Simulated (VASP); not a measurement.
Wanted: the native input for a VASP 6.6.1 run.

| Quantity | Value |
| --- | --- |
| Task | single point |
| Functional | PBE |
| Potentials or basis | VASP PAW PBE potentials, release 64 (Al, O) |
| Cutoff | 520 eV |
| k mesh | 6 × 6 × 6 |
| Occupations | gaussian, width 0.02 eV |
| Spin | no spin polarisation |
| Dipole correction | no |
| Further INCAR settings | ALGO = Normal; EDIFF = 1e-06; NBANDS = 35 |

The structure of Al2O3 (dpbe) lies in POSCAR:

```
Al2O3
1.0
    2.4039939036      1.3879465274      4.3738239967
   -2.4039939036      1.3879465274      4.3738239967
    0.0000000000     -2.7758930548      4.3738239967
Al O
4 6
Direct
    0.3521266556      0.3521266556      0.3521266556
    0.1478733444      0.1478733444      0.1478733444
    0.6478733444      0.6478733444      0.6478733444
    0.8521266556      0.8521266556      0.8521266556
    0.5561568599      0.9438431401      0.2500000000
    0.2500000000      0.5561568599      0.9438431401
    0.9438431401      0.2500000000      0.5561568599
    0.4438431401      0.0561568599      0.7500000000
    0.7500000000      0.4438431401      0.0561568599
    0.0561568599      0.7500000000      0.4438431401
```

These files were run (other wordings do the same):

INCAR

```
ALGO     = Normal         # electronic algorithm
EDIFF    = 1E-6           # SCF threshold, eV
ENCUT    = 520            # plane-wave cutoff, eV
GGA      = PE             # functional
ISIF     = 2              # what is computed and relaxed
ISMEAR   = 0              # smearing method
LASPH    = T              # aspherical terms in the spheres
LCHARG   = F              # write CHGCAR
LREAL    = F              # projectors in reciprocal space
LWAVE    = F              # write WAVECAR
NBANDS   = 35             # bands
NELM     = 80             # most SCF steps
PREC     = Accurate       # precision mode
SIGMA    = 0.02           # smearing width, eV
```

KPOINTS

```
k-points
0
Gamma
  6 6 6
```

Potentials or basis: VASP PAW PBE potentials, release 64 (Al, O).

Run with:

```bash
$ cat potpaw_PBE.64/Al/POTCAR potpaw_PBE.64/O/POTCAR > POTCAR
$ mpirun -np 1 vasp_std > vasp.out
```

Results of the run:

```json
{
  "Pressure": "0.0 GPa",
  "Largest force": "0.008 eV/Å",
  "Band gap on the k mesh": "5.85 eV, direct"
}
```

Run time: 93 s on 1 thread of Intel(R) Xeon(R) Platinum 8488C (Sapphire Rapids), with other jobs on the host, peak memory 0.26 GiB.
